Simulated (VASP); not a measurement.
Here is a VASP 6.6.1 calculation.

Contents of INCAR:

```
ALGO = Normal
EDIFF = 1E-6
ENCUT = 520
GGA = PE
ISIF = 2
ISMEAR = -1
LASPH = True
LCHARG = False
LREAL = False
LWAVE = False
NBANDS = 8
NELM = 80
PREC = Accurate
SIGMA = 0.05
```

File KPOINTS:

```
k-points
0
Gamma
  17 17 17
```

POSCAR

```
Si
1.0
   -1.1355496630      1.1355496630      1.1355496630
    1.1355496630     -1.1355496630      1.1355496630
    1.1355496630      1.1355496630     -1.1355496630
Si
1
Direct
    0.0000000000      0.0000000000      0.0000000000
```

Potentials or basis: VASP PAW PBE potentials, release 64 (Si).

Run with:

```bash
$ cat potpaw_PBE.64/Si/POTCAR > POTCAR
$ mpirun -np 1 vasp_std > vasp.out
```

Problem. What does it give for the pressure?

Solution. 562.1 GPa.

Problem. Predict the band gap on the k mesh.

Solution. Zero (band 2 reaches 44.70 eV, above the bottom of band 3 at 20.23 eV).
